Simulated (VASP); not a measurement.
Tm: single point with PBEsol

The system is Tm.

```
Tm
1.0
     3.24120    0.00000    0.00000
     0.00000    3.24120    0.00000
     0.00000    0.00000    3.24120
Tm
1
Direct
  0.00000 0.00000 0.00000
```

```yaml
Program: VASP 6.6.1
Task: single point
Functional: PBEsol
Potentials_or_basis: VASP PAW PBE potentials, release 64 (Tm)
Cutoff: 520 eV
k_mesh: 10 × 10 × 10
Occupations: fermi-dirac, width 0.136057 eV
Spin: no spin polarisation
```

```yaml
Pressure: -0.3 GPa
```

Levels at points of the mesh, in eV from the Fermi level:
```
           k point  band 8  band 9  band 10  band 11  band 12  band 13  band 14  band 15  band 16  band 17
(0.00, 0.00, 0.00)   -0.38   -0.33    -0.33    -0.33    -0.27     0.42     0.42     7.23     7.23     7.23
(0.50, 0.00, 0.00)   -0.35   -0.35    -0.30    -0.23    -0.23     0.31     1.27     4.11     4.11     7.58
(0.50, 0.50, 0.00)   -0.35   -0.35    -0.34    -0.25    -0.22     0.75     4.00     4.00     4.82     4.82
(0.50, 0.50, 0.50)   -0.38   -0.27    -0.27    -0.27     0.21     0.21     0.21     6.17     8.48     8.48
```

Wall time 32 s on 1 thread of Intel(R) Xeon(R) Platinum 8559C (Emerald Rapids) (shared host), peak memory 0.17 GiB.

Caveat: the PAW data sets were made with another functional, which shifts forces and pressure a little; spin-orbit coupling is left out, which moves the levels of the heavy elements. Spin polarisation is off, so any magnetic state and its effect on volume and gap are missing.
